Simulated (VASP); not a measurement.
The system is PtS2.

```xyz
3
Lattice="3.5526 0.0000 0.0000 -1.7763 3.0767 0.0000 0.0000 0.0000 5.1227" Properties=species:S:1:pos:R:3 pbc="T T T"
Pt    0.0000    0.0000    0.0000
S     0.0000    2.0511    1.2257
S     1.7763    1.0256    3.8971
```

Base run:

```yaml
Program: VASP 6.6.1
Functional: PBE
Potentials_or_basis: VASP PAW PBE potentials, release 64 (Pt, S)
Cutoff: 520 eV
k_mesh: 6 × 6 × 4
Occupations: fermi-dirac, width 0.5 eV
Spin: no spin polarisation
```

Its results: band gap on the k mesh 0.89 eV, indirect (least direct gap 1.44 eV); pressure 5.1 GPa; largest force 0.328 eV/Å.

**Question.** The run is repeated on the same cell with these changes: k mesh from 6 × 6 × 4 to 8 × 8 × 1; occupations from fermi-dirac, width 0.5 eV to gaussian, width 0.01 eV. What comes out?

**Answer.** Band gap on the k mesh 0.83 eV, indirect (least direct gap 1.50 eV); pressure 2.6 GPa; largest force 0.185 eV/Å.

Caveats: some runs use coarse meshes; spin-orbit coupling is left out, which moves the levels of the heavy elements.

A k mesh can miss the band edges.
